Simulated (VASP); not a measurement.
# Li12Cl3O4 (a cell with a defect) in VASP: notebook, part 2 of 2

VASP 6.6.1. The steps go on from the part before.

### 3 Single point, PBEsol

INCAR

```
ALGO = Normal
EDIFF = 1E-6
ENCUT = 520
GGA = PS
ISIF = 2
ISMEAR = 0
LASPH = True
LCHARG = True
LELF = True
LREAL = Auto
LVHAR = True
LWAVE = False
NBANDS = 56
NELECT = 80.0
NELM = 60
PREC = Accurate
SIGMA = 0.05
```

KPOINTS

```
k-points
0
Gamma
  4 4 4
```

POSCAR

```
Li12Cl3O4
1.0
   -3.8395493761      3.8395493761      3.8395493761
    3.8395493761     -3.8395493761      3.8395493761
    3.8395493761      3.8395493761     -3.8395493761
Li Cl O
12 3 4
Direct
    0.4997038225      0.7499999916      0.7497039934
    0.0319993280      0.2500004313      0.7819993197
    0.0002962587      0.7499989499      0.2502953878
    0.4680010137      0.2500005615      0.2180012335
    0.7499999916      0.5319988884      0.7819993197
    0.2500001708     -0.0002959983      0.7497039934
    0.2499991291      0.5002963400      0.2502953878
    0.7500001219     -0.0319994583      0.2180011033
    0.7500001219      0.7500001219      0.5000000812
    0.2500001708      0.2500001708      0.5000003417
    0.2499991291      0.7499990801     -0.0000001302
    0.7500007730      0.2500008220     -0.0000001302
   -0.2500000406      0.2499999104      0.4999999510
    0.0000001302      0.0000001302      0.0000002604
    0.5000000812      0.5000000812      0.0000002604
    0.4819372845      0.5180626176      0.4999998208
    0.0180625363     -0.0180627968      0.4999998208
    0.0180622759      0.5180622269      0.0361244215
    0.4819378054     -0.0180622759     -0.0361245517
```

Potentials or basis: VASP PAW PBE potentials, release 64 (Li_sv, Cl, O).

On the command line:

```console
cat potpaw_PBE.64/Li_sv/POTCAR potpaw_PBE.64/Cl/POTCAR potpaw_PBE.64/O/POTCAR > POTCAR
mpirun -np 1 vasp_std > vasp.out
```

OUTCAR:

```text
EDIFF = 1E-6
   ENCUT = 520
   GGA = PS
   ISIF = 2
   ISMEAR = 0
   LASPH = True
   LREAL = Auto
   NELECT = 80.0
   NELM = 60
   PREC = Accurate

 ion  position               nearest neighbor table
   1  0.500  0.750  0.750-  16 1.79  19 1.79   8 2.55   5 2.55
   2  0.032  0.250  0.782-  18 2.06  17 2.06  13 2.17  15 2.55  14 2.55   7 2.55   6 2.55
   3  0.000  0.750  0.250-  18 1.79  17 1.79   5 2.55   8 2.55
   4  0.468  0.250  0.218-  16 2.06  19 2.06  13 2.17  15 2.55  14 2.55   6 2.55   7 2.55
   5  0.750  0.532  0.782-  18 2.06  16 2.06  13 2.17  15 2.55  14 2.55   3 2.55   1 2.55
   6  0.250  1.000  0.750-  17 1.79  19 1.79   4 2.55   2 2.55
   7  0.250  0.500  0.250-  18 1.79  16 1.79   2 2.55   4 2.55
   8  0.750  0.968  0.218-  17 2.06  19 2.06  13 2.17  15 2.55  14 2.55   1 2.55   3 2.55
   9  0.750  0.750  0.500-  17 1.93  16 1.93
  10  0.250  0.250  0.500-  17 1.93  16 1.93
  11  0.250  0.750  1.000-  18 1.93  19 1.93
  12  0.750  0.250  1.000-  18 1.93  19 1.93
  13  0.750  0.250  0.500-   2 2.17   4 2.17   5 2.17   8 2.17
  14  0.000  0.000  0.000-   8 2.55   4 2.55   2 2.55   5 2.55
  15  0.500  0.500  0.000-   8 2.55   4 2.55   2 2.55   5 2.55
  16  0.482  0.518  0.500-   1 1.79   7 1.79   9 1.93  10 1.93   4 2.06   5 2.06
  17  0.018  0.982  0.500-   6 1.79   3 1.79   9 1.93  10 1.93   8 2.06   2 2.06
  18  0.018  0.518  0.036-   7 1.79   3 1.79  11 1.93  12 1.93   2 2.06   5 2.06
  19  0.482  0.982  0.964-   1 1.79   6 1.79  12 1.93  11 1.93   8 2.06   4 2.06

  LATTYP: Found a body centered cubic cell.
 ALAT       =     7.6790987522

  Lattice vectors:

 A1 = (  -3.8395493761,   3.8395493761,   3.8395493761)
 A2 = (   3.8395493761,  -3.8395493761,   3.8395493761)
 A3 = (   3.8395493761,   3.8395493761,  -3.8395493761)

Analysis of symmetry for initial positions (statically):
=====================================================================
 Subroutine PRICEL returns:
 Original cell was already a primitive cell.

 Routine SETGRP: Setting up the symmetry group for a
 body centered cubic supercell.

[... 167 lines left out ...]
   GGA     = PS    functional components
   LHFCALC =     F    Hartree Fock is set to
   AEXX    =    0.0000 exact exchange contribution
   IVDW    =     0    specifies the selected vdW correction
   LEPSILON=     F    determine dielectric tensor
   LRPA    =     F    only Hartree local field effects (RPA)
 non-spin polarized calculation
 Gauss-broadening in eV      SIGMA  =   0.05
  energy-cutoff  :      520.00
  volume of cell :      226.41
 maximum number of plane-waves:      6108
 NGX is ok and might be reduce to    50
   NGX = 25   NGY = 25   NGZ = 25

 number of electron      80.0000033 magnetization

 Free energy of the ion-electron system (eV)
  ---------------------------------------------------
  ext. energy  EPLUGINS =         0.00000000
  ---------------------------------------------------
  free energy    TOTEN  =       -85.44317602 eV

  energy without entropy =      -85.44317602  energy(sigma->0) =      -85.44317602

 E-fermi :   1.6726     XC(G=0):  -8.7848

 val. band max:        1.3423823827   @ k =   0.0000   0.0000   0.0000
 cond. band min:       4.6303709173   @ k =   0.0000   0.0000   0.0000
 fundamental gap:      3.2879885346
 Fermi energy:         1.6726414469

 k-point     1 :       0.0000    0.0000    0.0000
  band No.  band energies     occupation
      1     -41.5955      2.00000
      2     -41.5649      2.00000
      3     -41.5649      2.00000
      4     -41.5627      2.00000
      5     -41.5623      2.00000
      6     -41.5618      2.00000
[... 704 lines left out ...]
     51       9.9958      0.00000
     52       9.9959      0.00000
 [bands above 52 left out]

------------------------ aborting loop because EDIFF is reached ----------------------------------------

  FORCE on cell =-STRESS in cart. coord.  units (eV):
  Direction    XX          YY          ZZ          XY          YZ          ZX
  --------------------------------------------------------------------------------------
  -------------------------------------------------------------------------------------
  Total        1.7316782      1.7316782     -9.2313031      0.0000000     -0.0000000      0.0000000
  in kB       12.2539758     12.2539758    -65.3240093      0.0000000     -0.0000000      0.0000000
  external PRESSURE =     -13.6053525 kB  Pullay stress =       0.0000000 kB

 VOLUME and BASIS-vectors are now :
 -----------------------------------------------------------------------------
  energy-cutoff  :      520.00
  volume of cell :      226.41
      direct lattice vectors                 reciprocal lattice vectors
    -3.839549376  3.839549376  3.839549376     0.000000000  0.130223615  0.130223615
     3.839549376 -3.839549376  3.839549376     0.130223615  0.000000000  0.130223615
     3.839549376  3.839549376 -3.839549376     0.130223615  0.130223615  0.000000000

 POSITION                                       TOTAL-FORCE (eV/Angst)
 -----------------------------------------------------------------------------------
      3.83955      1.91750      1.91977        -0.000000     -0.039568      0.000000
      3.83955      2.16550     -1.91977        -0.000000      0.053266      0.000000
      3.83954     -1.91750      1.91977        -0.000000      0.039568     -0.000000
      0.00000      1.67405      1.91978        -0.000000     -0.053266     -0.000000
      2.16550      3.83955      1.91977         0.053266      0.000000      0.000000
      5.75705      0.00000      1.91978        -0.039568      0.000000      0.000000
[... 11 lines left out ...]
      2.05848     -1.78107      1.91978        -0.053312     -0.053312      0.000000
      5.62062      1.78107      1.91977         0.053312      0.053312     -0.000000
 -----------------------------------------------------------------------------------
    total drift:                                0.007198      0.006002      0.000005

  FREE ENERGIE OF THE ION-ELECTRON SYSTEM (eV)
  ---------------------------------------------------
  free  energy   TOTEN  =       -85.4431760206 eV

  energy  without entropy=      -85.4431760206  energy(sigma->0) =      -85.44317602
```

stdout:

```text
POSCAR found type information on POSCAR LiClO
 POSCAR found :  3 types and      19 ions
 scaLAPACK will be used
 -----------------------------------------------------------------------------
|                                                                             |
|                                                                             |
|     You enforced a specific xc type in the INCAR file but a different       |
|     I HOPE YOU KNOW WHAT YOU ARE DOING!                                     |
|                                                                             |
 -----------------------------------------------------------------------------

 LDA part: xc-table for (Slater+PW92), standard interpolation
 POSCAR, INCAR and KPOINTS ok, starting setup
 FFT: planning ... GRIDC
 FFT: planning ... GRID_SOFT
 FFT: planning ... GRID
 WAVECAR not read
 entering main loop
 the old and the new charge density differ
 old charge density:    81.00000 new   80.00000
    0.195E+01
```

It took 6 min on 1 thread of Oxide Virtual Turin-like, shared host; peak memory 0.38 GiB.

Results:

```
Free energy   : -85.4432 eV
Largest force : 0.075 eV/Å
```

Forces on the atoms (eV/Å):
```
Li   0.000 -0.040  0.000
Li   0.000  0.053  0.000
Li   0.000  0.040  0.000
Li   0.000 -0.053  0.000
Li   0.053  0.000  0.000
Li  -0.040  0.000  0.000
Li   0.040  0.000  0.000
Li  -0.053  0.000  0.000
Li   0.000  0.000  0.000
Li   0.000  0.000  0.000
Li   0.000  0.000  0.000
Li   0.000  0.000  0.000
Cl   0.000  0.000  0.000
Cl   0.000  0.000  0.000
Cl   0.000  0.000  0.000
O   -0.053  0.053  0.000
O    0.053 -0.053  0.000
O   -0.053 -0.053  0.000
O    0.053  0.053  0.000
```

Levels at points of the mesh, in eV from the Fermi level:
```tsv
k point	band 36	band 37	band 38	band 39	band 40	band 41	band 42	band 43	band 44	band 45
(0.00, 0.00, 0.00)	-0.79	-0.79	-0.50	-0.33	-0.33	2.96	3.95	4.55	5.00	6.80
(0.50, 0.00, 0.00)	-1.03	-0.91	-0.79	-0.62	-0.45	4.03	4.26	4.81	5.55	5.95
(0.00, 0.00, 0.50)	-1.00	-0.80	-0.71	-0.54	-0.52	3.80	4.33	4.96	4.98	5.37
(0.50, 0.50, 0.50)	-1.36	-1.25	-1.14	-0.44	-0.44	3.94	5.25	5.25	5.44	5.48
```

Caveat: the cell carries a net charge on a neutralising background, which shifts energy and pressure; the cell is charged against a uniform background, so pressure and absolute levels hang on convention; the cutoff is under 1.25 times the usual one of these potentials, so pressure, stress and relaxed cells hold a basis-set (Pulay) error; the PAW data sets were made with another functional, which shifts forces and pressure a little.
